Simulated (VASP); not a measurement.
Rh: single point with r2SCAN

Crystal: Rh.

```
Rh
1.0
     2.73098    0.00000    0.00000
    -1.36549    2.36510    0.00000
     0.00000    0.00000    4.42849
Rh
2
Direct
  0.66667 0.33333 0.75000
  0.33333 0.66667 0.25000
```

```yaml
Program: VASP 6.6.1
Task: single point
Functional: r2SCAN
Potentials_or_basis: VASP PAW PBE potentials, release 64 (Rh_pv)
Cutoff: 520 eV
k_mesh: 9 × 9 × 5
Occupations: fermi-dirac, width 0.1 eV
Spin: no spin polarisation
Dipole_correction: no
Further_INCAR_settings: ALGO = Normal; EDIFF = 1e-07; NBANDS = 22
```

| Item | Value |
| --- | --- |
| Pressure | -8.3 GPa |
| Band gap on the k mesh | zero (band 15 reaches 11.70 eV, above the bottom of band 16 at 9.66 eV) |

Stress tensor (GPa, compression positive):
```
-7.88  0.00  0.00
 0.00 -7.88  0.00
 0.00  0.00 -9.02
```

Levels at points of the mesh, in eV from the Fermi level:
```tsv
k point	band 13	band 14	band 15	band 16	band 17	band 18
(0.00, 0.00, 0.00)	-2.42	-1.83	-1.83	0.16	0.16	0.94
```

Wall time 67 s on 1 thread of AMD EPYC 7R13 Processor (Zen 3) (shared host), peak memory 0.12 GiB.

Caveat: the PAW data sets were made with another functional, which shifts forces and pressure a little.
